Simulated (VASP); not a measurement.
# MoS2 in VASP: further runs

The runs below take MoS2 through single point, with PBE, PBEsol, PBEsol+D3(BJ).

All numbers are computed with VASP 6.6.1; they aren't measurements. Logs are shortened: lines on timing, memory, paths and dates and some standing lists are left out, and cuts for length are marked.

**1. The cell of the first run**

The cell holds a slab with vacuum, 12 atoms: a = 3.184 Å, b = 3.184 Å, c = 34.479 Å, α = 90.00°, β = 90.00°, γ = 120.00°.

**2. Single point, PBE**

Contents of INCAR:

```
ALGO     = Normal         # electronic algorithm
EDIFF    = 1E-7           # SCF threshold, eV
ENCUT    = 520            # plane-wave cutoff, eV
GGA      = PE             # functional
ISIF     = 2              # what is computed and relaxed
ISMEAR   = -1             # smearing method
LASPH    = True           # aspherical terms in the spheres
LCHARG   = True           # write CHGCAR
LELF     = True           # ELF
LREAL    = False          # projectors in reciprocal space
LVHAR    = True         
LWAVE    = False          # write WAVECAR
NBANDS   = 64             # bands
NELM     = 80             # most SCF steps
PREC     = Accurate       # precision mode
SIGMA    = 0.05           # smearing width, eV
```

Contents of KPOINTS:

```
k-points
0
Gamma
  10 10 1
```

Contents of POSCAR:

```
MoS2
1.0
    3.1837189491      0.0000000000      0.0000000000
   -1.5918594745      2.7571814884      0.0000000000
    0.0000000000      0.0000000000     34.4792384800
Mo S
4 8
Direct
    0.3333333333      0.6666666667      0.0935556300
    0.3333333333      0.6666666667      0.7209030300
    0.6666666667      0.3333333333      0.2790969700
    0.6666666667      0.3333333333      0.9064443700
    0.6666666667      0.3333333333      0.0485463000
    0.6666666667      0.3333333333      0.6759117500
    0.3333333333      0.6666666667      0.2340896600
    0.3333333333      0.6666666667      0.8614313100
    0.6666666667      0.3333333333      0.1385686900
    0.6666666667      0.3333333333      0.7659103400
    0.3333333333      0.6666666667      0.3240882500
    0.3333333333      0.6666666667      0.9514537000
```

Potentials or basis: VASP PAW PBE potentials, release 64 (Mo_sv, S).

The run is started by

```
$ cat potpaw_PBE.64/Mo_sv/POTCAR potpaw_PBE.64/S/POTCAR > POTCAR
$ mpirun -np 1 vasp_std > vasp.out
```

OUTCAR:

```text
EDIFF = 1E-7
   ENCUT = 520
   GGA = PE
   ISIF = 2
   ISMEAR = -1
   LASPH = True
   LREAL = False
   NELM = 80
   PREC = Accurate

 ion  position               nearest neighbor table
   1  0.333  0.667  0.094-   5 2.41   5 2.41   5 2.41   9 2.41   9 2.41   9 2.41
   2  0.333  0.667  0.721-   6 2.41   6 2.41   6 2.41  10 2.41  10 2.41  10 2.41
   3  0.667  0.333  0.279-  11 2.41  11 2.41  11 2.41   7 2.41   7 2.41   7 2.41
   4  0.667  0.333  0.906-  12 2.41  12 2.41  12 2.41   8 2.41   8 2.41   8 2.41
   5  0.667  0.333  0.049-   1 2.41   1 2.41   1 2.41
   6  0.667  0.333  0.676-   2 2.41   2 2.41   2 2.41
   7  0.333  0.667  0.234-   3 2.41   3 2.41   3 2.41
   8  0.333  0.667  0.861-   4 2.41   4 2.41   4 2.41
   9  0.667  0.333  0.139-   1 2.41   1 2.41   1 2.41
  10  0.667  0.333  0.766-   2 2.41   2 2.41   2 2.41
  11  0.333  0.667  0.324-   3 2.41   3 2.41   3 2.41
  12  0.333  0.667  0.951-   4 2.41   4 2.41   4 2.41

  LATTYP: Found a hexagonal cell.
 ALAT       =     3.1837189491
 C/A-ratio  =    10.8298625071

  Lattice vectors:

 A1 = (   3.1837189491,   0.0000000000,   0.0000000000)
 A2 = (  -1.5918594745,   2.7571814884,   0.0000000000)
 A3 = (   0.0000000000,   0.0000000000,  34.4792384800)

Analysis of symmetry for initial positions (statically):
=====================================================================
 Subroutine PRICEL returns:
 Original cell was already a primitive cell.

 Routine SETGRP: Setting up the symmetry group for a
 hexagonal supercell.

 Subroutine GETGRP returns: Found 12 space group operations
 (whereof 12 operations were pure point group operations)
 out of a pool of 24 trial point group operations.

The static configuration has the point symmetry D_3d.

Analysis of symmetry for dynamics (positions and initial velocities):
=====================================================================
 Subroutine PRICEL returns:
 Original cell was already a primitive cell.

 Routine SETGRP: Setting up the symmetry group for a
 hexagonal supercell.

 Subroutine GETGRP returns: Found 12 space group operations
 (whereof 12 operations were pure point group operations)
 out of a pool of 24 trial point group operations.

The dynamic configuration has the point symmetry D_3d.

 Subroutine INISYM returns: Found 12 space group operations
 (whereof 12 operations are pure point group operations),
 and found     1 'primitive' translations

----------------------------------------------------------------------------------------

                                     Primitive cell

  volume of cell :     302.6619

  direct lattice vectors                    reciprocal lattice vectors
     3.183718949  0.000000000  0.000000000     0.314098077  0.181344609  0.000000000
    -1.591859475  2.757181488  0.000000000     0.000000000  0.362689219  0.000000000
     0.000000000  0.000000000 34.479238480     0.000000000  0.000000000  0.029002961

  length of vectors
     3.183718949  3.183718949 34.479238480     0.362689219  0.362689219  0.029002961

  position of ions in fractional coordinates (direct lattice)
     0.333333333  0.666666667  0.093555630
     0.333333333  0.666666667  0.720903030
     0.666666667  0.333333333  0.279096970
     0.666666667  0.333333333  0.906444370
     0.666666667  0.333333333  0.048546300
     0.666666667  0.333333333  0.675911750
     0.333333333  0.666666667  0.234089660
     0.333333333  0.666666667  0.861431310
     0.666666667  0.333333333  0.138568690
     0.666666667  0.333333333  0.765910340
     0.333333333  0.666666667  0.324088250
     0.333333333  0.666666667  0.951453700

  ion indices of the primitive-cell ions
   primitive index   ion index
                 1           1
                 2           2
                 3           3
                 4           4
                 5           5
                 6           6
                 7           7
                 8           8
                 9           9
                10          10
                11          11
                12          12

----------------------------------------------------------------------------------------

 KPOINTS: k-points

Automatic generation of k-mesh.
 Grid dimensions read from file:
 generate k-points for:   10   10    1

 Generating k-lattice:

  Cartesian coordinates                     Fractional coordinates (reciprocal lattice)
     0.031409808  0.018134461  0.000000000     0.100000000  0.000000000  0.000000000
     0.000000000  0.036268922  0.000000000     0.000000000  0.100000000  0.000000000
     0.000000000  0.000000000  0.029002961     0.000000000  0.000000000  1.000000000

  Length of vectors
     0.036268922  0.036268922  0.029002961

  Shift w.r.t. Gamma in fractional coordinates (k-lattice)
     0.000000000  0.000000000  0.000000000

 Subroutine IBZKPT returns following result:
 ===========================================

 Found     14 irreducible k-points:

 Following reciprocal coordinates:
            Coordinates               Weight
  0.000000  0.000000  0.000000      1.000000
  0.100000  0.000000  0.000000      6.000000
  0.200000  0.000000  0.000000      6.000000
  0.300000  0.000000  0.000000      6.000000
  0.400000  0.000000  0.000000      6.000000
  0.500000  0.000000  0.000000      3.000000
  0.100000  0.100000  0.000000      6.000000
  0.200000  0.100000  0.000000     12.000000
  0.300000  0.100000  0.000000     12.000000
  0.400000  0.100000  0.000000     12.000000
  0.200000  0.200000  0.000000      6.000000
  0.300000  0.200000  0.000000     12.000000
  0.400000  0.200000  0.000000      6.000000
  0.300000  0.300000  0.000000      6.000000
   k-points           NKPTS =     14   k-points in BZ     NKDIM =     14   number of bands    NBANDS=     64
   number of dos      NEDOS =    301   number of ions     NIONS =     12
   total plane-waves  NPLWV = 147456
   dimension x,y,z NGX =    24 NGY =   24 NGZ =  256
   dimension x,y,z NGXF=    48 NGYF=   48 NGZF=  512
   ions per type =               4   8
   NGX,Y,Z   is equivalent  to a cutoff of  12.53, 12.53, 12.34 a.u.
   NGXF,Y,Z  is equivalent  to a cutoff of  25.06, 25.06, 24.69 a.u.
 SYSTEM =  unknown system
   PREC   = accura    normal or accurate (medium, high low for compatibility)
   ISTART =      0    job   : 0-new  1-cont  2-samecut
   ICHARG =      2    charge: 1-file 2-atom 10-const
   ISPIN  =      1    spin polarized calculation?
   LNONCOLLINEAR =      F non collinear calculations
   LSORBIT =      F    spin-orbit coupling
   LASPH  =      T    aspherical Exc in radial PAW
   ENCUT  =  520.0 eV  38.22 Ry    6.18 a.u.   5.92  5.92 64.11*2*pi/ulx,y,z
   NELM   =     80;   NELMIN=  2; NELMDL= -5     # of ELM steps
   EDIFF  = 0.1E-06   stopping-criterion for ELM
   LREAL  =      F    real-space projection
   EDIFFG = 0.1E-05   stopping-criterion for IOM
   NSW    =      0    number of steps for IOM
   IBRION =     -1    ionic relax: 0-MD 1-quasi-New 2-CG
   NFREE  =      0    steps in history (QN), initial steepest desc. (CG)
   ISIF   =      2    stress and relaxation
   ISYM   =      2    0-nonsym 1-usesym 2-fastsym
   POTIM  = 0.5000    time-step for ionic-motion
   TEBEG  =    0.0;   TEEND  =   0.0 temperature during run
   PSTRESS=    0.0 pullay stress
   NELECT =     104.0000    total number of electrons
   NUPDOWN=      -1.0000    fix difference up-down
   EMIN   =  10.00;   EMAX   =-10.00  energy-range for DOS
   EFERMI =   0.00;   METHOD = LEGACY
   ISMEAR =    -1;   SIGMA  =   0.05  broadening in eV -4-tet -1-fermi 0-gaus
   EFERMI_NEDOS =   21; number of points for ismear=-14 and -15
   IALGO  =     38    algorithm
   IMIX   =      4    mixing-type and parameters
     AMIX     =   0.40;   BMIX     =  1.00
     AMIX_MAG =   1.60;   BMIX_MAG =  1.00
  volume/ion in A,a.u.               =      25.22       170.21
  Fermi-wavevector in a.u.,A,eV,Ry     =   1.146657  2.166867 17.889230  1.314821
  Thomas-Fermi vector in A             =   2.283340
   LORBIT       =      0    0 simple, 1 ext, 2 COOP (PROOUT), +10 PAW based schemes
   GGA     = PE    functional components
   LHFCALC =     F    Hartree Fock is set to
   AEXX    =    0.0000 exact exchange contribution
   IVDW    =     0    specifies the selected vdW correction
   LEPSILON=     F    determine dielectric tensor
   LRPA    =     F    only Hartree local field effects (RPA)
 non-spin polarized calculation
  energy-cutoff  :      520.00
  volume of cell :      302.66
 maximum number of plane-waves:      8194
 NGX is ok and might be reduce to    24
   NGX = 11   NGY = 11   NGZ =129

 number of electron     103.9999990 magnetization

 Free energy of the ion-electron system (eV)
  ---------------------------------------------------
  ext. energy  EPLUGINS =         0.00000000
  ---------------------------------------------------
  free energy    TOTEN  =       -87.36122022 eV

  energy without entropy =      -87.36121966  energy(sigma->0) =      -87.36121994

 E-fermi :   4.1625     XC(G=0):  -8.0498

 val. band max:        3.6159274656   @ k =   0.0000   0.0000   0.0000
 cond. band min:       4.8668671703   @ k =   0.3000   0.3000   0.0000
 fundamental gap:      1.2509397047
 Fermi energy:         4.1625300916

 k-point     1 :       0.0000    0.0000    0.0000
  band No.  band energies     occupation
      1     -57.7563      2.00000
      2     -57.7563      2.00000
      3     -57.7553      2.00000
      4     -57.7553      2.00000
      5     -31.8982      2.00000
      6     -31.8982      2.00000
[... 56 lines left out ...]
     63       6.1255      0.00000
     64       6.1391      0.00000

 k-point     2 :       0.1000    0.0000    0.0000
  band No.  band energies     occupation
      1     -57.7528      2.00000
      2     -57.7528      2.00000
      3     -57.7517      2.00000
      4     -57.7517      2.00000
      5     -31.8911      2.00000
      6     -31.8911      2.00000
[... 860 lines left out ...]
     63       6.5627      0.00000
     64       6.5830      0.00000

------------------------ aborting loop because EDIFF is reached ----------------------------------------

  FORCE on cell =-STRESS in cart. coord.  units (eV):
  Direction    XX          YY          ZZ          XY          YZ          ZX
  --------------------------------------------------------------------------------------
  -------------------------------------------------------------------------------------
  Total        1.0647059      1.0647059      3.2027936      0.0000000      0.0000000      0.0000000
  in kB        5.6361492      5.6361492     16.9543754      0.0000000      0.0000000      0.0000000
  external PRESSURE =       9.4088913 kB  Pullay stress =       0.0000000 kB

 VOLUME and BASIS-vectors are now :
 -----------------------------------------------------------------------------
  energy-cutoff  :      520.00
  volume of cell :      302.66
      direct lattice vectors                 reciprocal lattice vectors
     3.183718949  0.000000000  0.000000000     0.314098077  0.181344609  0.000000000
    -1.591859475  2.757181488  0.000000000     0.000000000  0.362689219  0.000000000
     0.000000000  0.000000000 34.479238480     0.000000000  0.000000000  0.029002961

 POSITION                                       TOTAL-FORCE (eV/Angst)
 -----------------------------------------------------------------------------------
     -0.00000      1.83812      3.22573         0.000000     -0.000000     -0.000717
     -0.00000      1.83812     24.85619         0.000000      0.000000     -0.011108
      1.59186      0.91906      9.62305        -0.000000     -0.000000      0.011108
      1.59186      0.91906     31.25351        -0.000000      0.000000      0.000717
      1.59186      0.91906      1.67384         0.000000     -0.000000     -0.153347
      1.59186      0.91906     23.30492        -0.000000     -0.000000     -0.207212
     -0.00000      1.83812      8.07123         0.000000      0.000000     -0.148480
     -0.00000      1.83812     29.70150         0.000000     -0.000000     -0.143084
      1.59186      0.91906      4.77774         0.000000      0.000000      0.143084
      1.59186      0.91906     26.40801        -0.000000     -0.000000      0.148480
     -0.00000      1.83812     11.17432         0.000000      0.000000      0.207212
     -0.00000      1.83812     32.80540        -0.000000      0.000000      0.153347
 -----------------------------------------------------------------------------------
    total drift:                                0.000000      0.000000      0.000000

  FREE ENERGIE OF THE ION-ELECTRON SYSTEM (eV)
  ---------------------------------------------------
  free  energy   TOTEN  =       -87.3612202241 eV

  energy  without entropy=      -87.3612196579  energy(sigma->0) =      -87.36121994
```

Wall time 17 min (1 thread of Intel Xeon 8259CL, shared host); peak memory 0.5 GiB.

Results:

* Free energy: -87.3612 eV
* Largest force: 0.207 eV/Å
* Band gap on the k mesh: 1.25 eV (least direct gap 1.87 eV)

Forces on the atoms (eV/Å):
```
Mo   0.000  0.000 -0.001
Mo   0.000  0.000 -0.011
Mo   0.000  0.000  0.011
Mo   0.000  0.000  0.001
S    0.000  0.000 -0.153
S    0.000  0.000 -0.207
S    0.000  0.000 -0.148
S    0.000  0.000 -0.143
S    0.000  0.000  0.143
S    0.000  0.000  0.148
S    0.000  0.000  0.207
S    0.000  0.000  0.153
```

**3. Single point, PBEsol**

This run uses another cell than the first one.

Contents of INCAR:

```
SYSTEM = MoS2
  PREC = Accurate
  ENCUT = 520
  EDIFF = 1E-7
  ISMEAR = -1
  SIGMA = 0.05
  LREAL = .False.
  LASPH = .True.
  NELM = 80
  ALGO = Normal
  ISIF = 2
  LWAVE = .False.
  LCHARG = .False.
  GGA = PS
  NBANDS = 64
```

Contents of KPOINTS:

```
Automatic mesh
0
Gamma
  10 10 1
  0 0 0
```

Contents of POSCAR:

```
MoS2
1.0
    3.1409366430      0.0000000000      0.0000000000
   -1.5704683215      2.7201309246      0.0000000000
    0.0000000000      0.0000000000     34.0717487239
Mo S
4 8
Direct
    0.3333333333      0.6666666667      0.0923352451
    0.3333333333      0.6666666667      0.7229572226
    0.6666666667      0.3333333333      0.2770427774
    0.6666666667      0.3333333333      0.9076647549
    0.6666666667      0.3333333333      0.0465731006
    0.6666666667      0.3333333333      0.6772320686
    0.3333333333      0.6666666667      0.2312757104
    0.3333333333      0.6666666667      0.8619021174
    0.6666666667      0.3333333333      0.1380978826
    0.6666666667      0.3333333333      0.7687242896
    0.3333333333      0.6666666667      0.3227679314
    0.3333333333      0.6666666667      0.9534268994
```

Potentials or basis: VASP PAW PBE potentials, release 64 (Mo_sv, S).

The run is started by

```
$ cat potpaw_PBE.64/Mo_sv/POTCAR potpaw_PBE.64/S/POTCAR > POTCAR
$ mpirun -np 1 vasp_std > vasp.out
```

Run time: 14 min. Hardware: 1 thread of Intel Xeon 8259CL, shared host; peak memory 0.5 GiB.

The run converged. Its results:

```
Free energy            : -93.7837 eV
Largest force          : 0.003 eV/Å
Band gap on the k mesh : 1.17 eV (least direct gap 1.99 eV)
```

Forces on the atoms (eV/Å):
```
Mo   0.000  0.000  0.000
Mo   0.000  0.000 -0.001
Mo   0.000  0.000  0.001
Mo   0.000  0.000  0.000
S    0.000  0.000 -0.001
S    0.000  0.000 -0.003
S    0.000  0.000 -0.003
S    0.000  0.000 -0.002
S    0.000  0.000  0.002
S    0.000  0.000  0.003
S    0.000  0.000  0.003
S    0.000  0.000  0.001
```

Levels at points of the mesh, in eV from the valence-band top:
```
           k point  band 49  band 50  band 51  band 52  band 53  band 54  band 55  band 56
(0.00, 0.00, 0.00)    -0.91    -0.51    -0.19     0.00     2.36     2.36     2.37     2.37
(0.50, 0.00, 0.00)    -1.23    -1.20    -1.18    -1.17     1.87     1.88     1.90     1.90
```

Caveat: the PAW data sets were made with another functional, which shifts forces and pressure a little.

**4. Single point, PBEsol+D3(BJ)**

Contents of INCAR:

```
SYSTEM = MoS2
ALGO = Normal
EDIFF = 1E-7
ENCUT = 520
GGA = PS
ISIF = 2
ISMEAR = -1
IVDW = 12
LASPH = .TRUE.
LCHARG = .FALSE.
LREAL = .FALSE.
LWAVE = .FALSE.
NBANDS = 64
NELM = 80
PREC = Accurate
SIGMA = 0.05
```

Contents of KPOINTS:

```
k-points
0
G
  10 10 1
  0 0 0
```

Contents of POSCAR:

```
MoS2
1.0
    3.1837189491      0.0000000000      0.0000000000
   -1.5918594745      2.7571814884      0.0000000000
    0.0000000000      0.0000000000     34.4792384800
Mo S
4 8
Direct
    0.3333333333      0.6666666667      0.0935556300
    0.3333333333      0.6666666667      0.7209030300
    0.6666666667      0.3333333333      0.2790969700
    0.6666666667      0.3333333333      0.9064443700
    0.6666666667      0.3333333333      0.0485463000
    0.6666666667      0.3333333333      0.6759117500
    0.3333333333      0.6666666667      0.2340896600
    0.3333333333      0.6666666667      0.8614313100
    0.6666666667      0.3333333333      0.1385686900
    0.6666666667      0.3333333333      0.7659103400
    0.3333333333      0.6666666667      0.3240882500
    0.3333333333      0.6666666667      0.9514537000
```

The run is started by

```
$ cat potpaw_PBE.64/Mo_sv/POTCAR potpaw_PBE.64/S/POTCAR > POTCAR
$ mpirun -np 1 vasp_std > vasp.out
```

Wall time 12 min (1 thread of Intel Xeon 8259CL, shared host); peak memory 0.51 GiB.

It converged, with:

```yaml
Free_energy: -97.5393 eV
Largest_force: 0.210 eV/Å
Band_gap_on_the_k_mesh: 1.23 eV (least direct gap 1.88 eV)
Dispersion_energy_per_atom: -0.319 eV
```

Forces in eV/Å, atoms in the order of the input:
```
Mo   0.000  0.000  0.000
Mo   0.000  0.000  0.070
Mo   0.000  0.000 -0.070
Mo   0.000  0.000  0.000
S    0.000  0.000  0.109
S    0.000  0.000  0.210
S    0.000  0.000  0.091
S    0.000  0.000  0.113
S    0.000  0.000 -0.113
S    0.000  0.000 -0.091
S    0.000  0.000 -0.210
S    0.000  0.000 -0.109
```

Levels at points of the mesh, in eV from the valence-band top:
| k point | band 48 | band 49 | band 50 | band 51 | band 52 | band 53 | band 54 | band 55 | band 56 | band 57 |
| --- | --- | --- | --- | --- | --- | --- | --- | --- | --- | --- |
| (0.00, 0.00, 0.00) | -1.57 | -0.77 | -0.45 | -0.16 | 0.00 | 2.24 | 2.24 | 2.25 | 2.25 | 2.25 |
| (0.50, 0.00, 0.00) | -1.47 | -1.21 | -1.19 | -1.16 | -1.15 | 1.71 | 1.71 | 1.72 | 1.73 | 2.17 |

Caveat: three body term missing; the PAW data sets were made with another functional, which shifts forces and pressure a little.

**5. Summary**

| level | cell | gap on the mesh (eV) | largest force (eV/Å) |
| --- | --- | --- | --- |
| PBE | a = 3.184, b = 3.184, c = 34.479 Å, angles 90.0, 90.0, 120.0°, 12 atoms, atomic positions A | 1.25 | 0.21 |
| PBEsol | a = 3.141, b = 3.141, c = 34.072 Å, angles 90.0, 90.0, 120.0°, 12 atoms, atomic positions B | 1.17 | - |
| PBEsol+D3(BJ) | a = 3.184, b = 3.184, c = 34.479 Å, angles 90.0, 90.0, 120.0°, 12 atoms, atomic positions A | 1.23 | 0.21 |

Alike in all rows: task single point; potentials or basis VASP PAW PBE potentials, release 64 (Mo_sv, S); no spin polarisation; k mesh 10 × 10 × 1; cutoff (eV) 520; smearing fermi-dirac 0.05 eV.

Caveats: the PAW data sets were made with another functional, which shifts forces and pressure a little (at least some runs); three body term missing (at least some runs).

Absolute energies hang on the potentials; compare differences alone.
